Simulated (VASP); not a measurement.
# Mn3Cr (Fm-3m) in VASP: further runs

Mn3Cr is run at these levels: PBE, r2SCAN; tasks: single point, relaxation of cell and atoms.

All numbers are computed with VASP 6.6.1; they aren't measurements. Logs are shortened: lines on timing, memory, paths and dates and some standing lists are left out, and cuts for length are marked.

### 1 The cell of the first run

It takes space group Fm-3m (No. 225, cubic). Conventional cell: a = 5.598 Å, b = 5.598 Å, c = 5.598 Å, α = 90.00°, β = 90.00°, γ = 90.00°. Within 3.2 Å of Mn (site symmetry -43m) lie 10 Mn at 2.42 to 2.80 Å and 4 Cr at 2.42 Å. Mn (site symmetry m-3m) has 8 Mn at 2.42 Å and 6 Cr at 2.80 Å within 3.2 Å. Within 3.2 Å of Cr (site symmetry m-3m) lie 14 Mn at 2.42 to 2.80 Å.

### 2 Single point, PBE

File INCAR:

```
SYSTEM = Mn3Cr
PREC = Accurate
ENCUT = 520
EDIFF = 1E-6
ISMEAR = 0
SIGMA = 0.1
LREAL = .FALSE.
LASPH = .TRUE.
NELM = 60
ALGO = Fast
ISIF = 2
LWAVE = .FALSE.
LCHARG = .TRUE.
GGA = PE
LELF = .TRUE.
LVHAR = .TRUE.
NBANDS = 34
```

File KPOINTS:

```
regular mesh
0
G
  12 12 12
  0 0 0
```

File POSCAR:

```
Mn3Cr
1.0
    0.0000000000      2.7990751471      2.7990751471
    2.7990751471      0.0000000000      2.7990751471
    2.7990751471      2.7990751471      0.0000000000
Mn Cr
3 1
Direct
    0.2500000000      0.2500000000      0.2500000000
    0.7500000000      0.7500000000      0.7500000000
    0.5000000000      0.5000000000      0.5000000000
    0.0000000000      0.0000000000      0.0000000000
```

Potentials or basis: VASP PAW PBE potentials, release 64 (Mn_pv, Cr_pv).

Run with:

```sh
$ cat potpaw_PBE.64/Mn_pv/POTCAR potpaw_PBE.64/Cr_pv/POTCAR > POTCAR
$ mpirun -np 1 vasp_std > vasp.out
```

OUTCAR:

```text
SYSTEM = Mn3Cr
   PREC = Accurate
   ENCUT = 520
   EDIFF = 1E-6
   ISMEAR = 0
   LREAL = .FALSE.
   LASPH = .TRUE.
   NELM = 60
   ISIF = 2
   GGA = PE

 ion  position               nearest neighbor table
   1  0.250  0.250  0.250-   4 2.42   4 2.42   4 2.42   3 2.42   4 2.42   3 2.42   3 2.42   3 2.42
                             2 2.80   2 2.80   2 2.80   2 2.80   2 2.80   2 2.80
   2  0.750  0.750  0.750-   3 2.42   3 2.42   3 2.42   3 2.42   4 2.42   4 2.42   4 2.42   4 2.42
                             1 2.80   1 2.80   1 2.80   1 2.80   1 2.80   1 2.80
   3  0.500  0.500  0.500-   1 2.42   1 2.42   1 2.42   1 2.42   2 2.42   2 2.42   2 2.42   2 2.42
                             4 2.80   4 2.80   4 2.80   4 2.80   4 2.80   4 2.80
   4  0.000  0.000  0.000-   2 2.42   2 2.42   2 2.42   1 2.42   2 2.42   1 2.42   1 2.42   1 2.42
                             3 2.80   3 2.80   3 2.80   3 2.80   3 2.80   3 2.80

  LATTYP: Found a face centered cubic cell.
 ALAT       =     5.5981502942

  Lattice vectors:

 A1 = (   0.0000000000,   2.7990751471,   2.7990751471)
 A2 = (   2.7990751471,   0.0000000000,   2.7990751471)
 A3 = (   2.7990751471,   2.7990751471,   0.0000000000)

Analysis of symmetry for initial positions (statically):
=====================================================================
 Subroutine PRICEL returns:
 Original cell was already a primitive cell.

 Routine SETGRP: Setting up the symmetry group for a
 face centered cubic supercell.

 Subroutine GETGRP returns: Found 48 space group operations
 (whereof 48 operations were pure point group operations)
 out of a pool of 48 trial point group operations.

The static configuration has the point symmetry O_h .

Analysis of symmetry for dynamics (positions and initial velocities):
=====================================================================
 Subroutine PRICEL returns:
 Original cell was already a primitive cell.

 Routine SETGRP: Setting up the symmetry group for a
 face centered cubic supercell.

 Subroutine GETGRP returns: Found 48 space group operations
 (whereof 48 operations were pure point group operations)
 out of a pool of 48 trial point group operations.

The dynamic configuration has the point symmetry O_h .

 Subroutine INISYM returns: Found 48 space group operations
 (whereof 48 operations are pure point group operations),
 and found     1 'primitive' translations

----------------------------------------------------------------------------------------

                                     Primitive cell

  volume of cell :      43.8605

  direct lattice vectors                    reciprocal lattice vectors
     0.000000000  2.799075147  2.799075147    -0.178630431  0.178630431  0.178630431
     2.799075147  0.000000000  2.799075147     0.178630431 -0.178630431  0.178630431
     2.799075147  2.799075147  0.000000000     0.178630431  0.178630431 -0.178630431

  length of vectors
     3.958490035  3.958490035  3.958490035     0.309396982  0.309396982  0.309396982

  position of ions in fractional coordinates (direct lattice)
     0.250000000  0.250000000  0.250000000
     0.750000000  0.750000000  0.750000000
     0.500000000  0.500000000  0.500000000
     0.000000000  0.000000000  0.000000000

  ion indices of the primitive-cell ions
   primitive index   ion index
                 1           1
                 2           2
                 3           3
                 4           4

----------------------------------------------------------------------------------------

 KPOINTS: regular mesh

Automatic generation of k-mesh.
 Grid dimensions read from file:
 generate k-points for:   12   12   12

 Generating k-lattice:

  Cartesian coordinates                     Fractional coordinates (reciprocal lattice)
    -0.014885869  0.014885869  0.014885869     0.083333333  0.000000000  0.000000000
     0.014885869 -0.014885869  0.014885869     0.000000000  0.083333333  0.000000000
     0.014885869  0.014885869 -0.014885869     0.000000000  0.000000000  0.083333333

  Length of vectors
     0.025783082  0.025783082  0.025783082

  Shift w.r.t. Gamma in fractional coordinates (k-lattice)
     0.000000000  0.000000000  0.000000000

 Subroutine IBZKPT returns following result:
 ===========================================

 Found     72 irreducible k-points:

 Following reciprocal coordinates:
            Coordinates               Weight
  0.000000  0.000000  0.000000      1.000000
  0.083333  0.000000  0.000000      8.000000
  0.166667  0.000000  0.000000      8.000000
  0.250000  0.000000  0.000000      8.000000
  0.333333  0.000000  0.000000      8.000000
  0.416667  0.000000  0.000000      8.000000
[... 16 lines left out ...]
  0.500000  0.166667  0.000000     24.000000
 -0.416667  0.166667  0.000000     24.000000
 [... further k-points ...]
   k-points           NKPTS =     72   k-points in BZ     NKDIM =     72   number of bands    NBANDS=     34
   number of dos      NEDOS =    301   number of ions     NIONS =      4
   total plane-waves  NPLWV =  27000
   dimension x,y,z NGX =    30 NGY =   30 NGZ =   30
   dimension x,y,z NGXF=    60 NGYF=   60 NGZF=   60
   ions per type =               3   1
   NGX,Y,Z   is equivalent  to a cutoff of  12.60, 12.60, 12.60 a.u.
   NGXF,Y,Z  is equivalent  to a cutoff of  25.20, 25.20, 25.20 a.u.
 SYSTEM =  Mn3Cr
   PREC   = accura    normal or accurate (medium, high low for compatibility)
   ISTART =      0    job   : 0-new  1-cont  2-samecut
   ICHARG =      2    charge: 1-file 2-atom 10-const
   ISPIN  =      1    spin polarized calculation?
   LNONCOLLINEAR =      F non collinear calculations
   LSORBIT =      F    spin-orbit coupling
   LASPH  =      T    aspherical Exc in radial PAW
   ENCUT  =  520.0 eV  38.22 Ry    6.18 a.u.   7.36  7.36  7.36*2*pi/ulx,y,z
   NELM   =     60;   NELMIN=  2; NELMDL= -5     # of ELM steps
   EDIFF  = 0.1E-05   stopping-criterion for ELM
   LREAL  =      F    real-space projection
   EDIFFG = 0.1E-04   stopping-criterion for IOM
   NSW    =      0    number of steps for IOM
   IBRION =     -1    ionic relax: 0-MD 1-quasi-New 2-CG
   NFREE  =      0    steps in history (QN), initial steepest desc. (CG)
   ISIF   =      2    stress and relaxation
   ISYM   =      2    0-nonsym 1-usesym 2-fastsym
   POTIM  = 0.5000    time-step for ionic-motion
   TEBEG  =    0.0;   TEEND  =   0.0 temperature during run
   PSTRESS=    0.0 pullay stress
   NELECT =      51.0000    total number of electrons
   NUPDOWN=      -1.0000    fix difference up-down
   EMIN   =  10.00;   EMAX   =-10.00  energy-range for DOS
   EFERMI =   0.00;   METHOD = LEGACY
   ISMEAR =     0;   SIGMA  =   0.10  broadening in eV -4-tet -1-fermi 0-gaus
   EFERMI_NEDOS =   21; number of points for ismear=-14 and -15
   IALGO  =     68    algorithm
   IMIX   =      4    mixing-type and parameters
     AMIX     =   0.40;   BMIX     =  1.00
     AMIX_MAG =   1.60;   BMIX_MAG =  1.00
  volume/ion in A,a.u.               =      10.97        74.00
  Fermi-wavevector in a.u.,A,eV,Ry     =   1.721500  3.253163 40.321707  2.963562
  Thomas-Fermi vector in A             =   2.797740
   LORBIT       =      0    0 simple, 1 ext, 2 COOP (PROOUT), +10 PAW based schemes
   GGA     = PE    functional components
   LHFCALC =     F    Hartree Fock is set to
   AEXX    =    0.0000 exact exchange contribution
   IVDW    =     0    specifies the selected vdW correction
   LEPSILON=     F    determine dielectric tensor
   LRPA    =     F    only Hartree local field effects (RPA)
 non-spin polarized calculation
 RMM-DIIS sequential band-by-band and
 Gauss-broadening in eV      SIGMA  =   0.10
  energy-cutoff  :      520.00
  volume of cell :       43.86
 maximum number of plane-waves:      1243
 NGX is ok and might be reduce to    30
   NGX = 15   NGY = 15   NGZ = 15

 number of electron      50.9999950 magnetization

 Free energy of the ion-electron system (eV)
  ---------------------------------------------------
  ext. energy  EPLUGINS =         0.00000000
  ---------------------------------------------------
  free energy    TOTEN  =       -36.05402479 eV

  energy without entropy =      -36.01151195  energy(sigma->0) =      -36.03276837

 E-fermi :  10.9003     XC(G=0): -13.9233

 val. band max:       10.8974768673   @ k =   0.2500   0.0000   0.0000
 cond. band min:      10.9004567962   @ k =  -0.4167   0.3333   0.0000
 fundamental gap:      0.0029799289
 Fermi energy:        10.9002704313

 k-point     1 :       0.0000    0.0000    0.0000
  band No.  band energies     occupation
      1     -37.5989      2.00000
      2     -37.5989      2.00000
      3     -37.5989      2.00000
      4     -37.4877      2.00000
      5     -37.4877      2.00000
      6     -37.4877      2.00000
[... 26 lines left out ...]
     33      12.6310      0.00000
     34      20.8388      0.00000

 k-point     2 :       0.0833    0.0000    0.0000
  band No.  band energies     occupation
      1     -37.6070      2.00000
      2     -37.6045      2.00000
      3     -37.6045      2.00000
      4     -37.4834      2.00000
      5     -37.4834      2.00000
      6     -37.4752      2.00000
[... 26 lines left out ...]
     33      12.5919      0.00000
     34      19.0873      0.00000

 k-point     3 :       0.1667    0.0000    0.0000
  band No.  band energies     occupation
      1     -37.6221      2.00000
      2     -37.6179      2.00000
      3     -37.6179      2.00000
      4     -37.4735      2.00000
      5     -37.4735      2.00000
      6     -37.4469      2.00000
[... 26 lines left out ...]
     33      12.4835      0.00000
     34      17.4101      0.00000
[... 704 lines left out ...]
 k-point    23 :       0.5000    0.1667    0.0000
  band No.  band energies     occupation
      1     -37.6829      2.00000
      2     -37.6649      2.00000
      3     -37.6150      2.00000
      4     -37.4582      2.00000
      5     -37.4267      2.00000
      6     -37.4145      2.00000
[... 26 lines left out ...]
     33      12.2653      0.00000
     34      12.9921      0.00000

 k-point    24 :      -0.4167    0.1667    0.0000
  band No.  band energies     occupation
      1     -37.6766      2.00000
      2     -37.6635      2.00000
      3     -37.6211      2.00000
      4     -37.4651      2.00000
      5     -37.4296      2.00000
      6     -37.4103      2.00000
[... 26 lines left out ...]
     33      12.4837      0.00000
     34      12.7731      0.00000

 [... further k-points ...]

------------------------ aborting loop because EDIFF is reached ----------------------------------------

  FORCE on cell =-STRESS in cart. coord.  units (eV):
  Direction    XX          YY          ZZ          XY          YZ          ZX
  --------------------------------------------------------------------------------------
  -------------------------------------------------------------------------------------
  Total       -0.0223817     -0.0223817     -0.0223817      0.0000000      0.0000000      0.0000000
  in kB       -0.8175806     -0.8175806     -0.8175806      0.0000000      0.0000000      0.0000000
  external PRESSURE =      -0.8175806 kB  Pullay stress =       0.0000000 kB

 VOLUME and BASIS-vectors are now :
 -----------------------------------------------------------------------------
  energy-cutoff  :      520.00
  volume of cell :       43.86
      direct lattice vectors                 reciprocal lattice vectors
     0.000000000  2.799075147  2.799075147    -0.178630431  0.178630431  0.178630431
     2.799075147  0.000000000  2.799075147     0.178630431 -0.178630431  0.178630431
     2.799075147  2.799075147  0.000000000     0.178630431  0.178630431 -0.178630431

 POSITION                                       TOTAL-FORCE (eV/Angst)
 -----------------------------------------------------------------------------------
      1.39954      1.39954      1.39954         0.000000      0.000000      0.000000
      4.19861      4.19861      4.19861        -0.000000     -0.000000     -0.000000
      2.79908      2.79908      2.79908        -0.000000     -0.000000     -0.000000
      0.00000      0.00000      0.00000        -0.000000     -0.000000     -0.000000
 -----------------------------------------------------------------------------------
    total drift:                                0.000000     -0.000000      0.000000

  FREE ENERGIE OF THE ION-ELECTRON SYSTEM (eV)
  ---------------------------------------------------
  free  energy   TOTEN  =       -36.0540247865 eV

  energy  without entropy=      -36.0115119454  energy(sigma->0) =      -36.03276837
```

It took 4.8 min on 1 thread of Intel Xeon 8259CL, shared host; peak memory 0.23 GiB.

What came out:

```yaml
Free_energy: -36.0540 eV
Pressure: -0.1 GPa
Band_gap_on_the_k_mesh: zero (an odd number of electrons rules out a gap without spin polarisation)
```

Levels at points of the mesh, in eV from the Fermi level:
```tsv
k point	band 22	band 23	band 24	band 25	band 26	band 27	band 28	band 29
(0.00, 0.00, 0.00)	-1.48	-1.48	-1.48	0.36	0.36	0.64	0.64	1.18
(0.50, 0.00, 0.00)	-2.48	-2.48	-2.47	0.29	0.29	0.66	0.66	0.67
(0.50, 0.50, 0.00)	-1.10	-0.87	-0.87	-0.13	0.09	0.50	0.53	0.59
```

Caveat: the run has no spin polarisation, though such a crystal can be magnetic. Spin polarisation is off, so any magnetic state and its effect on volume and gap are missing.

### 3 Single point, r2SCAN

This run uses another cell than the first one, of 11.56 Å³/atom.

File POSCAR:

```
Mn3Cr
1.0
    0.0000000000      2.8490298693      2.8490298693
    2.8490298693      0.0000000000      2.8490298693
    2.8490298693      2.8490298693      0.0000000000
Mn Cr
3 1
Direct
    0.2500000000      0.2500000000      0.2500000000
    0.7500000000      0.7500000000      0.7500000000
    0.5000000000      0.5000000000      0.5000000000
    0.0000000000      0.0000000000      0.0000000000
```

File INCAR.step1:

```
SYSTEM = Mn3Cr
ALGO     = Normal         ! electronic algorithm
EDIFF    = 1E-4           ! SCF threshold, eV
ENCUT    = 520            ! plane-wave cutoff, eV
GGA      = PE             ! functional
ISMEAR   = 0              ! smearing method
LASPH    = .TRUE.         ! aspherical terms in the spheres
LCHARG   = .FALSE.        ! write CHGCAR
LREAL    = .FALSE.        ! projectors in reciprocal space
LWAVE    = .TRUE.         ! write WAVECAR
NBANDS   = 34             ! bands
NELM     = 60             ! most SCF steps
PREC     = Accurate       ! precision mode
SIGMA    = 0.1            ! smearing width, eV
```

File INCAR.step2:

```
SYSTEM = Mn3Cr
ALGO     = Normal         ! electronic algorithm
EDIFF    = 1E-6           ! SCF threshold, eV
ENCUT    = 520            ! plane-wave cutoff, eV
ISIF     = 2              ! what is computed and relaxed
ISMEAR   = 0              ! smearing method
ISTART   = 1            
LASPH    = .TRUE.         ! aspherical terms in the spheres
LCHARG   = .TRUE.         ! write CHGCAR
LELF     = .TRUE.         ! ELF
LMIXTAU  = .TRUE.       
LREAL    = .FALSE.        ! projectors in reciprocal space
LVHAR    = .TRUE.       
LWAVE    = .FALSE.        ! write WAVECAR
METAGGA  = R2SCAN         ! meta-GGA
NBANDS   = 34             ! bands
NELM     = 60             ! most SCF steps
PREC     = Accurate       ! precision mode
SIGMA    = 0.1            ! smearing width, eV
```

File KPOINTS:

```
k-points
0
G
  12 12 12
  0 0 0
```

Potentials or basis: VASP PAW PBE potentials, release 64 (Mn_pv, Cr_pv).

Run with:

```sh
$ cat potpaw_PBE.64/Mn_pv/POTCAR potpaw_PBE.64/Cr_pv/POTCAR > POTCAR
$ cp INCAR.step1 INCAR
$ mpirun -np 1 vasp_std > vasp.out
$ cp INCAR.step2 INCAR
$ mpirun -np 1 vasp_std > vasp.out
```

OUTCAR:

```text
SYSTEM = Mn3Cr
   EDIFF = 1E-6
   ENCUT = 520
   ISIF = 2
   ISMEAR = 0
   ISTART = 1
   LASPH = .TRUE.
   LREAL = .FALSE.
   METAGGA = R2SCAN
   NELM = 60
   PREC = Accurate

 ion  position               nearest neighbor table
   1  0.250  0.250  0.250-   4 2.47   4 2.47   4 2.47   3 2.47   4 2.47   3 2.47   3 2.47   3 2.47
                             2 2.85   2 2.85   2 2.85   2 2.85   2 2.85   2 2.85
   2  0.750  0.750  0.750-   3 2.47   3 2.47   3 2.47   3 2.47   4 2.47   4 2.47   4 2.47   4 2.47
                             1 2.85   1 2.85   1 2.85   1 2.85   1 2.85   1 2.85
   3  0.500  0.500  0.500-   1 2.47   1 2.47   1 2.47   1 2.47   2 2.47   2 2.47   2 2.47   2 2.47
                             4 2.85   4 2.85   4 2.85   4 2.85   4 2.85   4 2.85
   4  0.000  0.000  0.000-   2 2.47   2 2.47   2 2.47   1 2.47   2 2.47   1 2.47   1 2.47   1 2.47
                             3 2.85   3 2.85   3 2.85   3 2.85   3 2.85   3 2.85

  LATTYP: Found a face centered cubic cell.
 ALAT       =     5.6980597386

  Lattice vectors:

 A1 = (   0.0000000000,   2.8490298693,   2.8490298693)
 A2 = (   2.8490298693,   0.0000000000,   2.8490298693)
 A3 = (   2.8490298693,   2.8490298693,   0.0000000000)

[... 179 lines left out ...]
 E-fermi :  10.0811     XC(G=0): -14.9295

 val. band max:       10.0802562095   @ k =   0.4167   0.2500   0.0833
 cond. band min:      10.0939208926   @ k =  -0.2500   0.5000   0.2500
 fundamental gap:      0.0136646831
 Fermi energy:        10.0811492315

 k-point     1 :       0.0000    0.0000    0.0000
  band No.  band energies     occupation
      1     -40.2037      2.00000
      2     -40.2037      2.00000
      3     -40.2035      2.00000
      4     -40.0948      2.00000
      5     -40.0947      2.00000
      6     -40.0946      2.00000
[... 877 lines left out ...]
     33      11.5144      0.00000
     34      11.7707      0.00000

 [... further k-points ...]

------------------------ aborting loop because EDIFF is reached ----------------------------------------

  FORCE on cell =-STRESS in cart. coord.  units (eV):
  Direction    XX          YY          ZZ          XY          YZ          ZX
  --------------------------------------------------------------------------------------
  -------------------------------------------------------------------------------------
  Total       -5.5239639     -5.5239639     -5.5239639     -0.0000000     -0.0000000      0.0000000
  in kB     -191.3552614   -191.3552614   -191.3552614     -0.0000000     -0.0000000      0.0000000
  external PRESSURE =    -191.3552614 kB  Pullay stress =       0.0000000 kB

 VOLUME and BASIS-vectors are now :
 -----------------------------------------------------------------------------
  energy-cutoff  :      520.00
  volume of cell :       46.25
      direct lattice vectors                 reciprocal lattice vectors
     0.000000000  2.849029869  2.849029869    -0.175498336  0.175498336  0.175498336
     2.849029869  0.000000000  2.849029869     0.175498336 -0.175498336  0.175498336
     2.849029869  2.849029869  0.000000000     0.175498336  0.175498336 -0.175498336

 POSITION                                       TOTAL-FORCE (eV/Angst)
 -----------------------------------------------------------------------------------
      1.42451      1.42451      1.42451         0.000000      0.000000      0.000000
      4.27354      4.27354      4.27354        -0.000000     -0.000000     -0.000000
      2.84903      2.84903      2.84903         0.000000      0.000000      0.000000
      0.00000      0.00000      0.00000         0.000000      0.000000      0.000000
 -----------------------------------------------------------------------------------
    total drift:                                0.000000     -0.000000      0.000000

  FREE ENERGIE OF THE ION-ELECTRON SYSTEM (eV)
  ---------------------------------------------------
  free  energy   TOTEN  =       -57.3061517558 eV

  energy  without entropy=      -57.2699157920  energy(sigma->0) =      -57.28803377
```

Run time: 12 min. Hardware: 1 thread of Intel Xeon 8259CL, shared host; peak memory 0.24 GiB.

What came out:

```yaml
Free_energy: -57.3062 eV
Pressure: -19.1 GPa
Band_gap_on_the_k_mesh: zero (an odd number of electrons rules out a gap without spin polarisation)
```

Levels at points of the mesh, in eV from the Fermi level:
```csv
k point,band 22,band 23,band 24,band 25,band 26,band 27,band 28,band 29
"(0.00, 0.00, 0.00)",-1.53,-1.53,-1.53,0.51,0.51,0.80,0.80,1.32
"(0.50, 0.00, 0.00)",-2.51,-2.49,-2.49,0.41,0.41,0.56,0.56,0.80
"(0.50, 0.50, 0.00)",-1.21,-0.93,-0.93,-0.27,0.03,0.46,0.46,0.52
```

Caveat: the cell stands under tension; the PAW data sets were made with another functional, which shifts forces and pressure a little; the run has no spin polarisation, though such a crystal can be magnetic. Spin polarisation is off, so any magnetic state and its effect on volume and gap are missing.

(Part 1 of 2 ends here.)
